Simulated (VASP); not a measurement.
# C (Fd-3m) in VASP: notebook

Runs on C. Level: r2SCAN+rVV10. Tasks: single point.

All numbers are computed with VASP 6.6.1; they aren't measurements. Logs are shortened: lines on timing, memory, paths and dates and some standing lists are left out, and cuts for length are marked.

## Step 1: The cell of the first run

The structure is cubic, space group Fd-3m (No. 227). Conventional cell: a = 3.558 Å, b = 3.558 Å, c = 3.558 Å, α = 90.00°, β = 90.00°, γ = 90.00°. Within 2.1 Å of C (site symmetry -43m) lie 4 C at 1.54 Å.

## Step 2: Single point, r2SCAN+rVV10

POSCAR

```
C
1.0
    0.0000000000      1.7789244155      1.7789244155
    1.7789244155      0.0000000000      1.7789244155
    1.7789244155      1.7789244155      0.0000000000
C
2
Direct
    0.0000000000      0.0000000000      0.0000000000
    0.2500000000      0.2500000000      0.2500000000
```

INCAR.step1

```
SYSTEM = C
ALGO = Normal
EDIFF = 1E-5
ENCUT = 660
GGA = PE
GGA_COMPAT = .FALSE.
ISMEAR = 0
LASPH = .TRUE.
LCHARG = .FALSE.
LREAL = .FALSE.
LWAVE = .TRUE.
NBANDS = 11
NELM = 120
PREC = Accurate
SIGMA = 0.02
```

INCAR.step2

```
SYSTEM = C
ALGO = Normal
BPARAM = 11.95
CPARAM = 0.0093
EDIFF = 1E-6
ENCUT = 660
GGA_COMPAT = .FALSE.
ISIF = 2
ISMEAR = 0
ISTART = 1
IVDW_NL = 2
LASPH = .TRUE.
LCHARG = .FALSE.
LMIXTAU = .TRUE.
LREAL = .FALSE.
LUSE_VDW = .TRUE.
LWAVE = .FALSE.
METAGGA = R2SCAN
NBANDS = 11
NELM = 120
PREC = Accurate
SIGMA = 0.02
```

KPOINTS

```
k-points
0
G
  12 12 12
  0 0 0
```

Potentials or basis: VASP PAW PBE potentials, release 64 (C).

Launch:

```bash
$ cat potpaw_PBE.64/C/POTCAR > POTCAR
$ cp INCAR.step1 INCAR
$ mpirun -np 1 vasp_std > vasp.out
$ cp INCAR.step2 INCAR
$ mpirun -np 1 vasp_std > vasp.out
```

OUTCAR:

```text
SYSTEM = C
   BPARAM = 11.95
   EDIFF = 1E-6
   ENCUT = 660
   ISIF = 2
   ISMEAR = 0
   ISTART = 1
   IVDW_NL = 2
   LASPH = .TRUE.
   LREAL = .FALSE.
   METAGGA = R2SCAN
   NELM = 120
   PREC = Accurate

 ion  position               nearest neighbor table
   1  0.000  0.000  0.000-   2 1.54   2 1.54   2 1.54   2 1.54
   2  0.250  0.250  0.250-   1 1.54   1 1.54   1 1.54   1 1.54

  LATTYP: Found a face centered cubic cell.
 ALAT       =     3.5578488310

  Lattice vectors:

 A1 = (   0.0000000000,   1.7789244155,   1.7789244155)
 A2 = (   1.7789244155,   0.0000000000,   1.7789244155)
 A3 = (   1.7789244155,   1.7789244155,   0.0000000000)

Analysis of symmetry for initial positions (statically):
[... 6 lines left out ...]

 Subroutine GETGRP returns: Found 48 space group operations
 (whereof 24 operations were pure point group operations)
 out of a pool of 48 trial point group operations.

The static configuration has the point symmetry T_d .
 The point group associated with its full space group is O_h .

Analysis of symmetry for dynamics (positions and initial velocities):
[... 6 lines left out ...]

 Subroutine GETGRP returns: Found 48 space group operations
 (whereof 24 operations were pure point group operations)
 out of a pool of 48 trial point group operations.

The dynamic configuration has the point symmetry T_d .
 The point group associated with its full space group is O_h .

 Subroutine INISYM returns: Found 48 space group operations
 (whereof 24 operations are pure point group operations),
 and found     1 'primitive' translations

----------------------------------------------------------------------------------------

                                     Primitive cell

  volume of cell :      11.2591

  direct lattice vectors                    reciprocal lattice vectors
     0.000000000  1.778924415  1.778924415    -0.281068715  0.281068715  0.281068715
     1.778924415  0.000000000  1.778924415     0.281068715 -0.281068715  0.281068715
     1.778924415  1.778924415  0.000000000     0.281068715  0.281068715 -0.281068715

  length of vectors
     2.515779035  2.515779035  2.515779035     0.486825295  0.486825295  0.486825295

  position of ions in fractional coordinates (direct lattice)
     0.000000000  0.000000000  0.000000000
     0.250000000  0.250000000  0.250000000

  ion indices of the primitive-cell ions
   primitive index   ion index
                 1           1
                 2           2

----------------------------------------------------------------------------------------

 KPOINTS: k-points
[... 77 lines left out ...]
   TEBEG  =    0.0;   TEEND  =   0.0 temperature during run
   PSTRESS=    0.0 pullay stress
   NELECT =       8.0000    total number of electrons
   NUPDOWN=      -1.0000    fix difference up-down
   EMIN   =  10.00;   EMAX   =-10.00  energy-range for DOS
   EFERMI =   0.00;   METHOD = LEGACY
   ISMEAR =     0;   SIGMA  =   0.02  broadening in eV -4-tet -1-fermi 0-gaus
   EFERMI_NEDOS =   21; number of points for ismear=-14 and -15
   IALGO  =     38    algorithm
   IMIX   =      4    mixing-type and parameters
     AMIX     =   0.40;   BMIX     =  1.00
     AMIX_MAG =   1.60;   BMIX_MAG =  1.00
  volume/ion in A,a.u.               =       5.63        37.99
  Fermi-wavevector in a.u.,A,eV,Ry     =   1.460845  2.760596 29.035741  2.134067
  Thomas-Fermi vector in A             =   2.577246
   LORBIT       =      0    0 simple, 1 ext, 2 COOP (PROOUT), +10 PAW based schemes
   METAGGA = R2SCAN    functional components
   LHFCALC =     F    Hartree Fock is set to
   AEXX    =    0.0000 exact exchange contribution
   IVDW_NL    =     2    kernel type
   BPARAM     =11.9500
   IVDW    =     0    specifies the selected vdW correction
   LEPSILON=     F    determine dielectric tensor
   LRPA    =     F    only Hartree local field effects (RPA)
 non-spin polarized calculation
 Gauss-broadening in eV      SIGMA  =   0.02
  energy-cutoff  :      660.00
  volume of cell :       11.26
 maximum number of plane-waves:       448
 NGX is ok and might be reduce to    24
   NGX = 11   NGY = 11   NGZ = 11

 number of electron       8.0000000 magnetization

 Free energy of the ion-electron system (eV)
  ---------------------------------------------------
  ext. energy  EPLUGINS =         0.00000000
  ---------------------------------------------------
  free energy    TOTEN  =       -19.59290028 eV

  energy without entropy =      -19.59290028  energy(sigma->0) =      -19.59290028

 E-fermi :   9.9670     XC(G=0): -14.3300

 val. band max:        9.8252286599   @ k =   0.0000   0.0000   0.0000
 cond. band min:      14.1591819997   @ k =   0.3333   0.3333   0.0000
 fundamental gap:      4.3339533398
 Fermi energy:         9.9670331076

 k-point     1 :       0.0000    0.0000    0.0000
  band No.  band energies     occupation
      1     -12.9888      2.00000
      2       9.8252      2.00000
      3       9.8252      2.00000
      4       9.8252      2.00000
      5      15.6750      0.00000
      6      15.6750      0.00000
      7      15.6750      0.00000
      8      23.8138      0.00000
      9      30.2437      0.00000
     10      37.2849      0.00000
     11      37.2849      0.00000
[... 309 lines left out ...]
 k-point    24 :      -0.4167    0.1667    0.0000
  band No.  band energies     occupation
      1      -6.5429      2.00000
      2      -3.4612      2.00000
      3       3.9688      2.00000
      4       5.9878      2.00000
      5      17.7388      0.00000
      6      20.6295      0.00000
      7      21.6278      0.00000
      8      26.2821      0.00000
      9      30.4232      0.00000
     10      35.1486      0.00000
     11      35.9295      0.00000

 [... further k-points ...]

------------------------ aborting loop because EDIFF is reached ----------------------------------------

  FORCE on cell =-STRESS in cart. coord.  units (eV):
  Direction    XX          YY          ZZ          XY          YZ          ZX
  --------------------------------------------------------------------------------------
  -------------------------------------------------------------------------------------
  Total        0.0118079      0.0118079      0.0118079     -0.0000000      0.0000000      0.0000000
  in kB        1.6802697      1.6802697      1.6802697     -0.0000000      0.0000000      0.0000000
  external PRESSURE =       1.6802697 kB  Pullay stress =       0.0000000 kB

 VOLUME and BASIS-vectors are now :
 -----------------------------------------------------------------------------
  energy-cutoff  :      660.00
  volume of cell :       11.26
      direct lattice vectors                 reciprocal lattice vectors
     0.000000000  1.778924415  1.778924415    -0.281068715  0.281068715  0.281068715
     1.778924415  0.000000000  1.778924415     0.281068715 -0.281068715  0.281068715
     1.778924415  1.778924415  0.000000000     0.281068715  0.281068715 -0.281068715

 POSITION                                       TOTAL-FORCE (eV/Angst)
 -----------------------------------------------------------------------------------
      0.00000      0.00000      0.00000         0.000000      0.000000      0.000000
      0.88946      0.88946      0.88946        -0.000000     -0.000000     -0.000000
 -----------------------------------------------------------------------------------
    total drift:                               -0.000000      0.000000      0.000000

  FREE ENERGIE OF THE ION-ELECTRON SYSTEM (eV)
  ---------------------------------------------------
  free  energy   TOTEN  =       -19.5929002752 eV

  energy  without entropy=      -19.5929002752  energy(sigma->0) =      -19.59290028
```

OUTCAR.step1:

```text
SYSTEM = C
   EDIFF = 1E-5
   ENCUT = 660
   GGA = PE
   ISMEAR = 0
   LASPH = .TRUE.
[... 559 lines left out ...]
 -----------------------------------------------------------------------------------
      0.00000      0.00000      0.00000         0.000000     -0.000000      0.000000
      0.88946      0.88946      0.88946        -0.000000      0.000000     -0.000000
 -----------------------------------------------------------------------------------
    total drift:                               -0.000000      0.000000      0.000000

  FREE ENERGIE OF THE ION-ELECTRON SYSTEM (eV)
  ---------------------------------------------------
  free  energy   TOTEN  =       -18.1921487863 eV

  energy  without entropy=      -18.1921487863  energy(sigma->0) =      -18.19214879
```

OSZICAR.step1:

```text
N       E                     dE             d eps       ncg     rms          rms(c)
DAV:   1     0.473472584485E+01    0.47347E+01   -0.57468E+03  1592   0.891E+02
DAV:   2    -0.183156065113E+02   -0.23050E+02   -0.21955E+02  2034   0.140E+02
DAV:   3    -0.188426487447E+02   -0.52704E+00   -0.52549E+00  1862   0.164E+01
DAV:   4    -0.188436784326E+02   -0.10297E-02   -0.10296E-02  1716   0.856E-01
DAV:   5    -0.188436797011E+02   -0.12685E-05   -0.12685E-05  1823   0.297E-02    0.558E+00
DAV:   6    -0.183548473519E+02    0.48883E+00   -0.25445E-01  1623   0.356E+00    0.333E+00
DAV:   7    -0.181902716180E+02    0.16458E+00   -0.31156E-01  1692   0.400E+00    0.761E-01
DAV:   8    -0.181920886985E+02   -0.18171E-02   -0.87924E-03  1665   0.708E-01    0.435E-02
DAV:   9    -0.181921277002E+02   -0.39002E-04   -0.60178E-05  1872   0.629E-02    0.243E-02
DAV:  10    -0.181921487355E+02   -0.21035E-04   -0.15502E-05  1680   0.348E-02    0.523E-03
DAV:  11    -0.181921487863E+02   -0.50846E-07   -0.24489E-07   822   0.460E-03
   1 F= -.18192149E+02 E0= -.18192149E+02  d E =-.137852E-13
```

Run time: 50 s. Hardware: 1 thread of Intel Xeon Platinum 8488C (Sapphire Rapids), shared host; peak memory 0.21 GiB.

What came out:

```
Free energy            : -19.5929 eV
Pressure               : 0.2 GPa
Band gap on the k mesh : 4.33 eV, indirect (least direct gap 5.85 eV)
```

Caveat: the PAW data sets were made with another functional, which shifts forces and pressure a little. r2SCAN opens gaps a little over a GGA but as a rule still falls short of measured ones.

## Step 3: Single point, r2SCAN+rVV10

POSCAR is that of step 2.

INCAR.step1

```
  PREC = Accurate
  ENCUT = 660
  ISMEAR = 0
  SIGMA = 0.02
  LREAL = False
  LASPH = True
  NELM = 120
  NBANDS = 11
  GGA = PE
  ALGO = Normal
  EDIFF = 1E-5
  LWAVE = True
  LCHARG = False
  GGA_COMPAT = False
```

INCAR.step2

```
  PREC = Accurate
  ENCUT = 660
  EDIFF = 1E-6
  ISMEAR = 0
  SIGMA = 0.02
  LREAL = False
  LASPH = True
  NELM = 120
  ALGO = Normal
  ISIF = 2
  LWAVE = False
  LCHARG = True
  METAGGA = R2SCAN
  LMIXTAU = True
  LUSE_VDW = True
  IVDW_NL = 2
  BPARAM = 11.95
  CPARAM = 0.0093
  LELF = True
  LVHAR = True
  NBANDS = 11
  ISTART = 1
  GGA_COMPAT = False
```

KPOINTS

```
regular mesh
0
Gamma
  12 12 12
```

Potentials or basis: VASP PAW PBE potentials, release 64 (C).

Launch:

```bash
$ cat potpaw_PBE.64/C/POTCAR > POTCAR
$ cp INCAR.step1 INCAR
$ mpirun -np 1 vasp_std > vasp.out
$ cp INCAR.step2 INCAR
$ mpirun -np 1 vasp_std > vasp.out
```

Run time: 45 s. Hardware: 1 thread of Intel Xeon Platinum 8488C (Sapphire Rapids), shared host; peak memory 0.21 GiB.

Results (log left out):

```
Free energy            : -19.5929 eV
Pressure               : 0.2 GPa
Band gap on the k mesh : 4.33 eV, indirect (least direct gap 5.85 eV)
```

Levels at points of the mesh, in eV from the valence-band top:
| k point | band 2 | band 3 | band 4 | band 5 | band 6 | band 7 |
| --- | --- | --- | --- | --- | --- | --- |
| (0.00, 0.00, 0.00) | 0.00 | 0.00 | 0.00 | 5.85 | 5.85 | 5.85 |
| (0.50, 0.00, 0.00) | -14.15 | -3.00 | -3.00 | 8.90 | 8.90 | 9.22 |
| (0.50, 0.50, 0.00) | -13.65 | -6.71 | -6.71 | 4.98 | 4.98 | 17.99 |

Caveat: the PAW data sets were made with another functional, which shifts forces and pressure a little.
